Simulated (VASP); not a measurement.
# Cu (I4/mmm) in VASP: further runs

Cu is run at these levels: PBE, BLYP+D3(BJ), BLYP+D4; tasks: single point, relaxation of cell and atoms.

Everything below comes from runs of VASP 6.6.1. Logs are shortened: lines on timing, memory, paths and dates and some standing lists are left out, and cuts for length are marked.

## 1. The cell of the first run

It takes space group I4/mmm (No. 139, tetragonal). The conventional cell has a = 2.886 Å, b = 2.886 Å, c = 2.752 Å, α = 90.00°, β = 90.00°, γ = 90.00°. Within 3.2 Å of Cu (site symmetry 4/mmm) lie 14 Cu at 2.46 to 2.89 Å.

## 2. Single point, PBE

INCAR reads:

```
ALGO = Normal ; EDIFF = 1E-7
ENCUT = 520 ; GGA = PE
ISIF = 2 ; ISMEAR = 0
LASPH = True ; LCHARG = True
LELF = True ; LREAL = False
LVHAR = True ; LWAVE = False
NBANDS = 12 ; NELM = 60
PREC = Accurate ; SIGMA = 0.027000000000000003
```

KPOINTS reads:

```
k-points
0
Gamma
  13 13 13
```

POSCAR reads:

```
Cu
1.0
   -1.4427933200      1.4427933200      1.3760814500
    1.4427933200     -1.4427933200      1.3760814500
    1.4427933200      1.4427933200     -1.3760814500
Cu
1
Direct
    0.0000000000      0.0000000000      0.0000000000
```

Potentials or basis: VASP PAW PBE potentials, release 64 (Cu).

Started as:

```console
> cat potpaw_PBE.64/Cu/POTCAR > POTCAR
> mpirun -np 1 vasp_std > vasp.out
```

OUTCAR:

```text
EDIFF = 1E-7
   ENCUT = 520
   GGA = PE
   ISIF = 2
   ISMEAR = 0
   LASPH = True
   LREAL = False
   NELM = 60
   PREC = Accurate

 ion  position               nearest neighbor table
   1  0.000  0.000  0.000-

  LATTYP: Found a body centered tetragonal cell.
 ALAT       =     2.8855866400
 C/A-ratio  =     0.9537620052

  Lattice vectors:

 A1 = (  -1.4427933200,   1.4427933200,   1.3760814500)
 A2 = (   1.4427933200,  -1.4427933200,   1.3760814500)
 A3 = (   1.4427933200,   1.4427933200,  -1.3760814500)

Analysis of symmetry for initial positions (statically):
=====================================================================
 Subroutine PRICEL returns:
 Original cell was already a primitive cell.

 Routine SETGRP: Setting up the symmetry group for a
 body centered tetragonal supercell.

 Subroutine GETGRP returns: Found 16 space group operations
 (whereof 16 operations were pure point group operations)
 out of a pool of 16 trial point group operations.

The static configuration has the point symmetry D_4h.

Analysis of symmetry for dynamics (positions and initial velocities):
=====================================================================
 Subroutine PRICEL returns:
 Original cell was already a primitive cell.

 Routine SETGRP: Setting up the symmetry group for a
 body centered tetragonal supercell.

 Subroutine GETGRP returns: Found 16 space group operations
 (whereof 16 operations were pure point group operations)
 out of a pool of 16 trial point group operations.

The dynamic configuration has the point symmetry D_4h.

 Subroutine INISYM returns: Found 16 space group operations
 (whereof 16 operations are pure point group operations),
 and found     1 'primitive' translations

----------------------------------------------------------------------------------------

                                     Primitive cell

  volume of cell :      11.4581

  direct lattice vectors                    reciprocal lattice vectors
    -1.442793320  1.442793320  1.376081450     0.000000000  0.346549983  0.363350585
     1.442793320 -1.442793320  1.376081450     0.346549983  0.000000000  0.363350585
     1.442793320  1.442793320 -1.376081450     0.346549983  0.346549983  0.000000000

  length of vectors
     2.461078074  2.461078074  2.461078074     0.502116060  0.502116060  0.490095685

  position of ions in fractional coordinates (direct lattice)
     0.000000000  0.000000000  0.000000000

  ion indices of the primitive-cell ions
   primitive index   ion index
                 1           1

----------------------------------------------------------------------------------------

 KPOINTS: k-points

Automatic generation of k-mesh.
 Grid dimensions read from file:
 generate k-points for:   13   13   13

 Generating k-lattice:

  Cartesian coordinates                     Fractional coordinates (reciprocal lattice)
     0.000000000  0.026657691  0.027950045     0.076923077 -0.000000000  0.000000000
     0.026657691  0.000000000  0.027950045    -0.000000000  0.076923077  0.000000000
     0.026657691  0.026657691  0.000000000     0.000000000  0.000000000  0.076923077

  Length of vectors
     0.038624312  0.038624312  0.037699668

  Shift w.r.t. Gamma in fractional coordinates (k-lattice)
     0.000000000  0.000000000  0.000000000

 Subroutine IBZKPT returns following result:
 ===========================================

 Found    196 irreducible k-points:

 Following reciprocal coordinates:
            Coordinates               Weight
  0.000000  0.000000  0.000000      1.000000
  0.076923  0.000000  0.000000      8.000000
  0.153846  0.000000  0.000000      8.000000
  0.230769 -0.000000  0.000000      8.000000
  0.307692  0.000000  0.000000      8.000000
  0.384615 -0.000000  0.000000      8.000000
[... 16 lines left out ...]
  0.384615  0.153846  0.000000     16.000000
  0.461538  0.153846  0.000000     16.000000
 [... further k-points ...]
   k-points           NKPTS =    196   k-points in BZ     NKDIM =    196   number of bands    NBANDS=     12
   number of dos      NEDOS =    301   number of ions     NIONS =      1
   total plane-waves  NPLWV =   5832
   dimension x,y,z NGX =    18 NGY =   18 NGZ =   18
   dimension x,y,z NGXF=    36 NGYF=   36 NGZF=   36
   ions per type =               1
   NGX,Y,Z   is equivalent  to a cutoff of  12.16, 12.16, 12.16 a.u.
   NGXF,Y,Z  is equivalent  to a cutoff of  24.32, 24.32, 24.32 a.u.
 SYSTEM =  unknown system
   PREC   = accura    normal or accurate (medium, high low for compatibility)
   ISTART =      0    job   : 0-new  1-cont  2-samecut
   ICHARG =      2    charge: 1-file 2-atom 10-const
   ISPIN  =      1    spin polarized calculation?
   LNONCOLLINEAR =      F non collinear calculations
   LSORBIT =      F    spin-orbit coupling
   LASPH  =      T    aspherical Exc in radial PAW
   ENCUT  =  520.0 eV  38.22 Ry    6.18 a.u.   4.58  4.58  4.58*2*pi/ulx,y,z
   NELM   =     60;   NELMIN=  2; NELMDL= -5     # of ELM steps
   EDIFF  = 0.1E-06   stopping-criterion for ELM
   LREAL  =      F    real-space projection
   EDIFFG = 0.1E-05   stopping-criterion for IOM
   NSW    =      0    number of steps for IOM
   IBRION =     -1    ionic relax: 0-MD 1-quasi-New 2-CG
   NFREE  =      0    steps in history (QN), initial steepest desc. (CG)
   ISIF   =      2    stress and relaxation
   ISYM   =      2    0-nonsym 1-usesym 2-fastsym
   POTIM  = 0.5000    time-step for ionic-motion
   TEBEG  =    0.0;   TEEND  =   0.0 temperature during run
   PSTRESS=    0.0 pullay stress
   NELECT =      11.0000    total number of electrons
   NUPDOWN=      -1.0000    fix difference up-down
   EMIN   =  10.00;   EMAX   =-10.00  energy-range for DOS
   EFERMI =   0.00;   METHOD = LEGACY
   ISMEAR =     0;   SIGMA  =   0.03  broadening in eV -4-tet -1-fermi 0-gaus
   EFERMI_NEDOS =   21; number of points for ismear=-14 and -15
   IALGO  =     38    algorithm
   IMIX   =      4    mixing-type and parameters
     AMIX     =   0.40;   BMIX     =  1.00
     AMIX_MAG =   1.60;   BMIX_MAG =  1.00
  volume/ion in A,a.u.               =      11.46        77.32
  Fermi-wavevector in a.u.,A,eV,Ry     =   1.614984  3.051878 35.486359  2.608174
  Thomas-Fermi vector in A             =   2.709805
   LORBIT       =      0    0 simple, 1 ext, 2 COOP (PROOUT), +10 PAW based schemes
   GGA     = PE    functional components
   LHFCALC =     F    Hartree Fock is set to
   AEXX    =    0.0000 exact exchange contribution
   IVDW    =     0    specifies the selected vdW correction
   LEPSILON=     F    determine dielectric tensor
   LRPA    =     F    only Hartree local field effects (RPA)
 non-spin polarized calculation
 Gauss-broadening in eV      SIGMA  =   0.03
  energy-cutoff  :      520.00
  volume of cell :       11.46
 maximum number of plane-waves:       323
   NGX =  9   NGY =  9   NGZ =  9

 number of electron      10.9999998 magnetization

 Free energy of the ion-electron system (eV)
  ---------------------------------------------------
  ext. energy  EPLUGINS =         0.00000000
  ---------------------------------------------------
  free energy    TOTEN  =        -3.68259410 eV

  energy without entropy =       -3.68240229  energy(sigma->0) =       -3.68249819

 E-fermi :   7.9090     XC(G=0): -12.9032

 val. band max:        7.9043033636   @ k =  -0.0769  -0.4615   0.0769
 cond. band min:       7.9313568703   @ k =  -0.2308   0.4615   0.0769
 fundamental gap:      0.0270535068
 Fermi energy:         7.9090311864

 k-point     1 :       0.0000    0.0000    0.0000
  band No.  band energies     occupation
      1      -1.6114      2.00000
      2       4.6490      2.00000
      3       4.8443      2.00000
      4       4.8443      2.00000
      5       5.7149      2.00000
      6       5.9210      2.00000
      7      32.8392      0.00000
      8      32.8392      0.00000
      9      34.0845      0.00000
     10      36.9096      0.00000
     11      36.9096      0.00000
     12      36.9230      0.00000

 k-point     2 :       0.0769    0.0000    0.0000
  band No.  band energies     occupation
      1      -1.3746      2.00000
      2       4.6542      2.00000
      3       4.8374      2.00000
      4       4.8835      2.00000
      5       5.7150      2.00000
      6       5.8880      2.00000
      7      31.2895      0.00000
      8      32.2616      0.00000
      9      32.5596      0.00000
     10      34.6474      0.00000
     11      35.3036      0.00000
     12      36.0487      0.00000

 k-point     3 :       0.1538    0.0000    0.0000
  band No.  band energies     occupation
      1      -0.6814      2.00000
      2       4.5593      2.00000
      3       4.7997      2.00000
      4       5.1101      2.00000
      5       5.7113      2.00000
      6       5.8388      2.00000
      7      27.3350      0.00000
      8      30.5089      0.00000
      9      31.0861      0.00000
     10      32.2747      0.00000
     11      34.0493      0.00000
     12      36.4944      0.00000

 k-point     4 :       0.2308   -0.0000    0.0000
  band No.  band energies     occupation
      1       0.3981      2.00000
      2       4.3868      2.00000
      3       4.7388      2.00000
      4       5.4917      2.00000
      5       5.7166      2.00000
      6       5.8458      2.00000
      7      23.1512      0.00000
      8      28.6045      0.00000
      9      29.3889      0.00000
     10      30.8028      0.00000
     11      33.2144      0.00000
     12      37.7766      0.00000

 k-point     5 :       0.3077    0.0000    0.0000
  band No.  band energies     occupation
      1       1.6441      2.00000
      2       4.2012      2.00000
      3       4.8623      2.00000
      4       5.7539      2.00000
      5       5.9014      2.00000
      6       5.9339      2.00000
      7      19.2049      0.00000
      8      27.0493      0.00000
      9      27.6090      0.00000
     10      30.0356      0.00000
     11      32.7321      0.00000
     12      39.5127      0.00000
[... 228 lines left out ...]
      1       2.2076      2.00000
      2       4.2462      2.00000
      3       4.4647      2.00000
      4       5.6440      2.00000
      5       6.0470      2.00000
      6       6.5124      2.00000
      7      19.5331      0.00000
      8      22.0360      0.00000
      9      26.4983      0.00000
     10      32.4385      0.00000
     11      35.6965      0.00000
     12      38.0562      0.00000

 k-point    22 :       0.3077    0.1538   -0.0000
  band No.  band energies     occupation
      1       2.9504      2.00000
      2       4.0926      2.00000
      3       4.7978      2.00000
      4       5.7159      2.00000
      5       6.1300      2.00000
      6       7.5417      2.00000
      7      16.0186      0.00000
      8      20.9457      0.00000
      9      25.6108      0.00000
     10      32.0125      0.00000
     11      36.6247      0.00000
     12      38.2002      0.00000

 k-point    23 :       0.3846    0.1538    0.0000
  band No.  band energies     occupation
      1       3.1293      2.00000
      2       4.0224      2.00000
      3       5.1475      2.00000
      4       5.7883      2.00000
      5       6.1912      2.00000
      6       8.9704      0.00000
      7      13.3280      0.00000
      8      20.3212      0.00000
      9      25.2078      0.00000
     10      31.7682      0.00000
     11      37.2273      0.00000
     12      38.9651      0.00000

 k-point    24 :       0.4615    0.1538    0.0000
  band No.  band energies     occupation
      1       3.1257      2.00000
      2       4.0282      2.00000
      3       5.1429      2.00000
      4       5.7982      2.00000
      5       6.1394      2.00000
      6       8.8621      0.00000
      7      13.5162      0.00000
      8      20.2082      0.00000
      9      25.3406      0.00000
     10      31.7301      0.00000
     11      37.4967      0.00000
     12      39.8746      0.00000

 [... further k-points ...]

------------------------ aborting loop because EDIFF is reached ----------------------------------------

  FORCE on cell =-STRESS in cart. coord.  units (eV):
  Direction    XX          YY          ZZ          XY          YZ          ZX
  --------------------------------------------------------------------------------------
  -------------------------------------------------------------------------------------
  Total        0.5605027      0.5605027      0.5571926      0.0000000     -0.0000000      0.0000000
  in kB       78.3747055     78.3747055     77.9118506      0.0000000     -0.0000000      0.0000000
  external PRESSURE =      78.2204205 kB  Pullay stress =       0.0000000 kB

 VOLUME and BASIS-vectors are now :
 -----------------------------------------------------------------------------
  energy-cutoff  :      520.00
  volume of cell :       11.46
      direct lattice vectors                 reciprocal lattice vectors
    -1.442793320  1.442793320  1.376081450     0.000000000  0.346549983  0.363350585
     1.442793320 -1.442793320  1.376081450     0.346549983  0.000000000  0.363350585
     1.442793320  1.442793320 -1.376081450     0.346549983  0.346549983  0.000000000

 POSITION                                       TOTAL-FORCE (eV/Angst)
 -----------------------------------------------------------------------------------
      0.00000      0.00000      0.00000        -0.000000     -0.000000      0.000000
 -----------------------------------------------------------------------------------
    total drift:                                0.000000      0.000000      0.000000

  FREE ENERGIE OF THE ION-ELECTRON SYSTEM (eV)
  ---------------------------------------------------
  free  energy   TOTEN  =        -3.6825940972 eV

  energy  without entropy=       -3.6824022911  energy(sigma->0) =       -3.68249819
```

Wall time 9.4 s (1 thread of Intel Xeon 6975P-C (Granite Rapids), shared host); peak memory 0.13 GiB.

What came out:

```yaml
Free_energy: -3.6826 eV
Pressure: 7.8 GPa
```

Levels at points of the mesh, in eV from the Fermi level:
```
           k point  band 3  band 4  band 5  band 6  band 7  band 8  band 9  band 10
(0.00, 0.00, 0.00)   -3.06   -3.06   -2.19   -1.99   24.93   24.93   26.18    29.00
```

(Part 1 of 3 ends here.)
